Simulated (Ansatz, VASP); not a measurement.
# Two plane-wave programs on AlN

```
Al N
1.0
     0.17140    2.17688    2.17688
     2.17688    0.17140    2.17688
     2.17688    2.17688    0.17140
Al N
1 1
Cartesian
  2.2626 2.2626 2.2626
  0.0000 0.0000 0.0000
```

Alike in both runs: task single point; functional PBE; k mesh 10 × 10 × 10; occupations gaussian, width 0.05 eV; no spin polarisation.

|  | VASP | Ansatz |
| --- | --- | --- |
| version | VASP 6.6.1 | Ansatz 0.2.0 |
| potentials or method | VASP PAW PBE potentials, release 64 (Al, N), cutoff 520 eV | scalar-relativistic, plane waves, PAW |
| valence electrons in the cell | 8 | 8 |

VASP gave:

| Item | Value |
| --- | --- |
| gap on the k mesh at the Fermi level (eV) | 2.44 |
| least direct gap on the mesh (eV) | 2.97 |
| pressure (GPa) | -15.3 |
| traceless stress, the component that is largest in VASP (GPa) | -24.56 |

Question: What did Ansatz give for the same quantities?

Answer: gap on the k mesh at the Fermi level (eV): 2.45; least direct gap on the mesh (eV): 2.97; pressure (GPa): -15.2; traceless stress, the component that is largest in VASP (GPa): -24.54.

The functional is the same, so the differences come from potentials, cutoffs and numerics.
